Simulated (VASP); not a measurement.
Wanted: the native input for a VASP 6.6.1 run.

* Task: single point
* Functional: PBEsol
* Potentials or basis: VASP PAW PBE potentials, release 64 (Si)
* Cutoff: 520 eV
* k mesh: 12 × 12 × 12
* Occupations: gaussian, width 0.03 eV
* Spin: no spin polarisation
* Dipole correction: no
* Further INCAR settings: ALGO = Normal; EDIFF = 1e-07; NBANDS = 16

The structure of Si lies in POSCAR:

```
Si
1.0
   -3.2053224653      3.2053224653      2.0062113310
    3.2053224653     -3.2053224653      2.0062113310
    3.2053224653      3.2053224653     -2.0062113310
Si
4
Direct
    0.1787304307      0.1787304307      0.3574608614
    0.8212695693      0.8212695693      0.6425391386
    0.1787304307      0.8212695693      0.0000000000
    0.8212695693      0.1787304307      0.0000000000
```

The input as run:

INCAR

```
  PREC = Accurate
  ENCUT = 520
  EDIFF = 1E-7
  ISMEAR = 0
  SIGMA = 0.03
  LREAL = False
  LASPH = True
  NELM = 60
  ALGO = Normal
  ISIF = 2
  LWAVE = False
  LCHARG = False
  GGA = PS
  NBANDS = 16
```

KPOINTS

```
regular mesh
0
Gamma
  12 12 12
```

Potentials or basis: VASP PAW PBE potentials, release 64 (Si).

The run is started by

```console
$ cat potpaw_PBE.64/Si/POTCAR > POTCAR
$ mpirun -np 1 vasp_std > vasp.out
```

It gave:

```json
{"Pressure": "2.9 GPa", "Largest force": "1.154 eV/Å", "Band gap on the k mesh": "zero (bands 8 and 9 overlap by 0.26 eV)"}
```

Caveat: the stress differs along the axes, from -7 to 8 GPa; semilocal functionals underestimate gaps, and a narrow one can read as zero; the PAW data sets were made with another functional, which shifts forces and pressure a little.

Wall time 4.1 min on 1 thread of Intel Xeon 8259CL, with other jobs on the host, peak memory 0.33 GiB.
